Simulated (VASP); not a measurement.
# Pt (Im-3m) in VASP: further runs, part 2 of 2

VASP 6.6.1.

## 4. Relaxation of cell and atoms, PBEsol+D3(BJ)

File INCAR:

```
PREC = Accurate
ENCUT = 600
EDIFF = 1E-7
ISMEAR = -1
SIGMA = 0.05
LREAL = F
LASPH = T
NELM = 60
ALGO = Normal
ISIF = 3
LWAVE = F
LCHARG = F
GGA = PS
IVDW = 12
IBRION = 2
NSW = 60
EDIFFG = -0.01
```

File KPOINTS:

```
Automatic mesh
0
Gamma
  12 12 12
```

File POSCAR:

```
Pt
1.0
   -1.5842200000      1.5842200000      1.5842200000
    1.5842200000     -1.5842200000      1.5842200000
    1.5842200000      1.5842200000     -1.5842200000
Pt
1
Direct
    0.0000000000      0.0000000000      0.0000000000
```

Launch:

```
$ cat potpaw_PBE.64/Pt/POTCAR > POTCAR
$ mpirun -np 1 vasp_std > vasp.out
```

Run time: 37 s. Hardware: 1 thread of Intel Xeon 8259CL, shared host; peak memory 0.17 GiB.

The run converged. Its results:

```yaml
Free_energy: -7.6247 eV
Relaxed_volume: 14.76 Å³/atom
Relaxed_cell: a = 2.677 Å, b = 2.677 Å, c = 2.677 Å, α = 109.47°, β = 109.47°, γ = 109.47°
Space_group_after_relaxing_to_0.1_Å: Im-3m (No. 229)
Pressure_after_relaxing: 0.0 GPa
Band_gap_on_the_k_mesh: zero (bands 5 and 6 overlap by 2.44 eV)
Dispersion_energy_per_atom: -0.766 eV
```

Final structure:
```
CELL_PARAMETERS angstrom
-1.54535 1.54535 1.54535
1.54535 -1.54535 1.54535
1.54535 1.54535 -1.54535
ATOMIC_POSITIONS crystal
Pt 0.00000 0.00000 0.00000
```

Levels at points of the mesh, in eV from the Fermi level:
| k point | band 3 | band 4 | band 5 | band 6 | band 7 | band 8 |
| --- | --- | --- | --- | --- | --- | --- |
| (0.00, 0.00, 0.00) | -3.79 | -3.79 | -1.01 | -1.01 | 17.13 | 17.13 |
| (0.50, 0.00, 0.00) | -1.20 | -0.63 | 0.07 | 1.30 | 6.96 | 13.31 |
| (0.50, 0.50, 0.50) | 0.70 | 0.70 | 0.70 | 7.85 | 7.85 | 7.85 |

Caveat: the PAW data sets were made with another functional, which shifts forces and pressure a little; spin-orbit coupling is left out, which moves the levels of the heavy elements.

## 5. Relaxation of cell and atoms, PBEsol+D4

File INCAR:

```
SYSTEM = Pt
  ALGO = Fast
  EDIFF = 1E-6
  EDIFFG = -0.01
  ENCUT = 600
  GGA = PS
  IBRION = 2
  ISIF = 3
  ISMEAR = -1
  IVDW = 13
  LASPH = .True.
  LCHARG = .False.
  LREAL = .False.
  LWAVE = .False.
  NELM = 80
  NSW = 60
  PREC = Accurate
  SIGMA = 0.05
```

File KPOINTS:

```
k-points
0
Gamma
  12 12 12
  0 0 0
```

POSCAR is that of step 4.

Potentials or basis: VASP PAW PBE potentials, release 64 (Pt).

Launch:

```
$ cat potpaw_PBE.64/Pt/POTCAR > POTCAR
$ mpirun -np 1 vasp_std > vasp.out
```

OUTCAR:

```text
SYSTEM = Pt
   EDIFF = 1E-6
   EDIFFG = -0.01
   ENCUT = 600
   GGA = PS
   IBRION = 2
   ISIF = 3
   ISMEAR = -1
   IVDW = 13
   LASPH = .True.
   LREAL = .False.
   NELM = 80
   NSW = 60
   PREC = Accurate

 ion  position               nearest neighbor table
   1  0.000  0.000  0.000-

  LATTYP: Found a body centered cubic cell.
 ALAT       =     3.1684400000

  Lattice vectors:

 A1 = (  -1.5842200000,   1.5842200000,   1.5842200000)
 A2 = (   1.5842200000,  -1.5842200000,   1.5842200000)
 A3 = (   1.5842200000,   1.5842200000,  -1.5842200000)

Analysis of symmetry for initial positions (statically):
=====================================================================
 Subroutine PRICEL returns:
 Original cell was already a primitive cell.

 Routine SETGRP: Setting up the symmetry group for a
 body centered cubic supercell.

 Subroutine GETGRP returns: Found 48 space group operations
 (whereof 48 operations were pure point group operations)
 out of a pool of 48 trial point group operations.

The static configuration has the point symmetry O_h .

Analysis of symmetry for dynamics (positions and initial velocities):
=====================================================================
 Subroutine PRICEL returns:
 Original cell was already a primitive cell.
[... 144 lines left out ...]
   NGX = 11   NGY = 11   NGZ = 11

--------------------------------------- Ionic step        1  -------------------------------------------

 number of electron      10.0000000 magnetization

 number of electron       9.9999999 magnetization

 Free energy of the ion-electron system (eV)
  ---------------------------------------------------
  ext. energy  EPLUGINS =         0.00000000
  ---------------------------------------------------
  free energy    TOTEN  =        -6.84233901 eV

  energy without entropy =       -6.83603219  energy(sigma->0) =       -6.83918560

 E-fermi :   9.8342     XC(G=0): -13.3081

 val. band max:        9.7830241636   @ k =   0.5000   0.5000   0.4167
 cond. band min:       9.8706235848   @ k =  -0.4167  -0.4167   0.1667
 fundamental gap:      0.0875994211
 Fermi energy:         9.8342349161

 k-point     1 :       0.0000    0.0000    0.0000
  band No.  band energies     occupation
      1       0.4059      2.00000
      2       6.4506      2.00000
      3       6.4506      2.00000
      4       6.4506      2.00000
      5       8.9388      2.00000
      6       8.9389      2.00000
      7      26.9879      0.00000
      8      26.9879      0.00000
      9      26.9879      0.00000
[... 431 lines left out ...]
--------------------------------------- Ionic step        5  -------------------------------------------

 number of electron      10.0000001 magnetization

 Free energy of the ion-electron system (eV)
  ---------------------------------------------------
  ext. energy  EPLUGINS =         0.00000000
  ---------------------------------------------------
  free energy    TOTEN  =        -6.86650147 eV

  energy without entropy =       -6.86095549  energy(sigma->0) =       -6.86372848

 E-fermi :  10.9507     XC(G=0): -13.6715

 val. band max:       10.9027866953   @ k =   0.5000   0.5000   0.4167
 cond. band min:      11.0010604208   @ k =  -0.4167  -0.4167   0.1667
 fundamental gap:      0.0982737255
 Fermi energy:        10.9507016666

 k-point     1 :       0.0000    0.0000    0.0000
  band No.  band energies     occupation
      1       0.8816      2.00000
      2       7.2359      2.00000
      3       7.2359      2.00000
      4       7.2359      2.00000
      5       9.9603      2.00000
      6       9.9603      2.00000
      7      28.0910      0.00000
      8      28.0910      0.00000
      9      28.0910      0.00000
[... 308 lines left out ...]
  FREE ENERGIE OF THE ION-ELECTRON SYSTEM (eV)
  ---------------------------------------------------
  free  energy   TOTEN  =        -7.3211102207 eV

  energy  without entropy=       -7.3155642388  energy(sigma->0) =       -7.31833723

 reached required accuracy - stopping structural energy minimisation
```

CONTCAR:

```text
Pt
   1.00000000000000
    -1.5519310437888687    1.5519310437888687    1.5519310437888687
     1.5519310437888687   -1.5519310437888687    1.5519310437888687
     1.5519310437888687    1.5519310437888687   -1.5519310437888687
  Pt
     1
Direct
     0.0000000000000000    0.0000000000000000    0.0000000000000000

  0.00000000E+00  0.00000000E+00  0.00000000E+00
```

Run time: 44 s. Hardware: 1 thread of Intel Xeon 8259CL, shared host; peak memory 0.16 GiB.

Results:

```yaml
Free_energy: -7.3211 eV
Relaxed_volume: 14.95 Å³/atom
Relaxed_cell: a = 2.688 Å, b = 2.688 Å, c = 2.688 Å, α = 109.47°, β = 109.47°, γ = 109.47°
Space_group_after_relaxing_to_0.1_Å: Im-3m (No. 229)
Energy_gained_by_relaxing: 48.7 meV/atom
Ionic_steps: 5
Pressure_after_relaxing: 0.1 GPa
Band_gap_on_the_k_mesh: zero (bands 5 and 6 overlap by 2.38 eV)
Dispersion_energy_per_atom: -0.455 eV
```

The path:
| step | energy change (eV) | largest force (eV/Å) | pressure (GPa) | volume (Å³) |
| --- | --- | --- | --- | --- |
| 1 | 0.0000 | 0.0000 | -15.39 | 15.90 |
| 2 | 0.4177 | 0.0000 | 76.87 | 12.64 |
| 3 | -0.0485 | 0.0000 | -1.10 | 15.01 |
| 4 | -0.0487 | 0.0000 | -0.30 | 14.97 |
| 5 | -0.0487 | 0.0000 | 0.06 | 14.95 |

Final structure:
```
CELL_PARAMETERS angstrom
-1.55193 1.55193 1.55193
1.55193 -1.55193 1.55193
1.55193 1.55193 -1.55193
ATOMIC_POSITIONS crystal
Pt 0.00000 0.00000 0.00000
```

Levels at points of the mesh, in eV from the Fermi level:
```
           k point  band 2  band 3  band 4  band 5  band 6  band 7  band 8  band 9
(0.00, 0.00, 0.00)   -3.71   -3.71   -3.71   -0.99   -0.99   17.14   17.14   17.14
(0.50, 0.00, 0.00)   -5.28   -1.18   -0.62    0.11    1.26    6.83   13.31   16.36
(0.50, 0.50, 0.50)   -6.56    0.68    0.68    0.68    7.81    7.81    7.81   13.62
```

Caveat: the PAW data sets were made with another functional, which shifts forces and pressure a little; spin-orbit coupling is left out, which moves the levels of the heavy elements.

## 6. Relaxation of cell and atoms, HF

POSCAR is that of step 5.

File INCAR.step1:

```
SYSTEM = Pt
  PREC = Accurate
  ENCUT = 600
  EDIFF = 1E-5
  ISMEAR = -1
  SIGMA = 0.05
  LREAL = .FALSE.
  LASPH = .TRUE.
  NELM = 100
  ALGO = Normal
  LWAVE = .TRUE.
  LCHARG = .FALSE.
  GGA = PE
  NBANDS = 11
```

File INCAR.step2:

```
SYSTEM = Pt
  PREC = Accurate
  ENCUT = 600
  EDIFF = 1E-6
  ISMEAR = -1
  SIGMA = 0.05
  LREAL = .FALSE.
  LASPH = .TRUE.
  NELM = 100
  ALGO = Normal
  ISIF = 3
  LWAVE = .FALSE.
  LCHARG = .FALSE.
  GGA = PE
  LHFCALC = .TRUE.
  AEXX = 1.0
  ALDAC = 0.0
  AGGAC = 0.0
  PRECFOCK = Normal
  IBRION = 2
  NSW = 60
  EDIFFG = -0.01
  ISTART = 1
```

File KPOINTS:

```
Automatic mesh
0
G
  6 6 6
  0 0 0
```

Potentials or basis: VASP PAW PBE potentials, release 64 (Pt).

Launch:

```
$ cat potpaw_PBE.64/Pt/POTCAR > POTCAR
$ cp INCAR.step1 INCAR
$ mpirun -np 1 vasp_std > vasp.out
$ cp INCAR.step2 INCAR
$ mpirun -np 1 vasp_std > vasp.out
```

Run time: 34 min. Hardware: 1 thread of Intel Xeon Platinum 8375C at 2.90GHz (Ice Lake), shared host; peak memory 0.16 GiB.

The run converged. Its results:

```
Free energy                           : -9.7544 eV
Relaxed volume                        : 15.94 Å³/atom
Relaxed cell                          : a = 2.746 Å, b = 2.746 Å, c = 2.746 Å, α = 109.47°, β = 109.47°, γ = 109.47°
Space group after relaxing (to 0.1 Å) : Im-3m (No. 229)
Energy gained by relaxing             : 0.0 meV/atom
Ionic steps                           : 4
Pressure after relaxing               : -0.1 GPa
Band gap on the k mesh                : zero (bands 5 and 6 overlap by 8.24 eV)
```

Final structure:
```yaml
crystal:
  lattice:
    - [-1.58526, 1.58526, 1.58526]
    - [1.58526, -1.58526, 1.58526]
    - [1.58526, 1.58526, -1.58526]
  atoms:
    - { symbol: Pt, position: [0.00000, 0.00000, 0.00000] }
```

Levels at points of the mesh, in eV from the Fermi level:
```tsv
k point	band 3	band 4	band 5	band 6	band 7	band 8
(0.00, 0.00, 0.00)	-8.10	-8.10	-6.00	-6.00	23.84	23.84
(0.50, 0.00, 0.00)	-5.68	-5.24	2.25	2.76	12.14	19.49
(0.50, 0.50, 0.50)	1.61	1.61	1.61	13.01	13.01	13.01
```

Caveat: the k points lie up to 0.47 Å⁻¹ apart in the final cell, too coarse for converged energies and pressures of a metal; the PAW data sets were made with another functional, which shifts forces and pressure a little; spin-orbit coupling is left out, which moves the levels of the heavy elements.

## 7. Summary

| task | level | cell | k mesh | cutoff (eV) | grid for exact exchange (PRECFOCK) | share of exact exchange | gap on the mesh (eV) | pressure (GPa) | relaxed volume (Å³/atom) |
| --- | --- | --- | --- | --- | --- | --- | --- | --- | --- |
| single point | PBEsol+D3(BJ) | as given | 12 × 12 × 12 | 520 | - | - | none | -18.8 | - |
| relaxation of cell and atoms | PBEsol | relaxed | 12 × 12 × 12 | 600 | - | - | none | 0.0 | 15.18 |
| relaxation of cell and atoms | PBEsol+D3(BJ) | relaxed | 12 × 12 × 12 | 600 | - | - | none | 0.0 | 14.76 |
| relaxation of cell and atoms | PBEsol+D4 | relaxed | 12 × 12 × 12 | 600 | - | - | none | 0.1 | 14.95 |
| relaxation of cell and atoms | HF | relaxed | 6 × 6 × 6 | 600 | Normal | 1 | none | -0.1 | 15.94 |

Alike in all rows: potentials or basis VASP PAW PBE potentials, release 64 (Pt); no spin polarisation; smearing fermi-dirac 0.05 eV.

Caveats: some runs use coarse meshes; the PAW data sets were made with another functional, which shifts forces and pressure a little; spin-orbit coupling is left out, which moves the levels of the heavy elements; three body term missing (at least some runs); the cell stands under tension (at least some runs).

Absolute energies hang on the potentials; compare differences alone.
